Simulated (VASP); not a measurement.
Runs of VASP 6.6.1 on Mo2C3. The structure is that of space group Pm-3m (No. 221), or close to it. The cells are those of the table. The cell was generated, and may not be a known phase.

| task | spin | cell | k mesh | cutoff (eV) | gap on the mesh (eV) | pressure (GPa) | moment (μB) |
| --- | --- | --- | --- | --- | --- | --- | --- |
| single point | off | a = 3.956 Å, 5 atoms | 4 × 4 × 4 | 520 | none | 0.0 | - |
| relaxation of cell and atoms | off | relaxed from a = 5.329 Å, 5 atoms | 4 × 4 × 4 | 600 | none | -0.1 | - |
| single point | collinear | a = 3.987 Å, 5 atoms | 10 × 10 × 10 | 520 | none | (a) | 0.00 |
| single point | collinear | a = 3.956 Å, 5 atoms | 4 × 4 × 4 | 520 | none | 0.0 | 0.00 |
| single point | off | a = 5.329 Å, 5 atoms | 4 × 4 × 4 | 520 | none | -23.8 | - |

Alike in all rows: level PBE; potentials or basis VASP PAW PBE potentials, release 64 (Mo_sv, C); smearing gaussian 0.1 eV.

Question: Fill in the values left out.

Answer: (a) -3.7.

Caveats: some runs use coarse meshes; the cell stands under tension (at least some runs).

A k mesh can miss the band edges, and the runs leave out spin-orbit coupling on Mo.

A gap of «none» marks levels without a gap at the run's occupations.
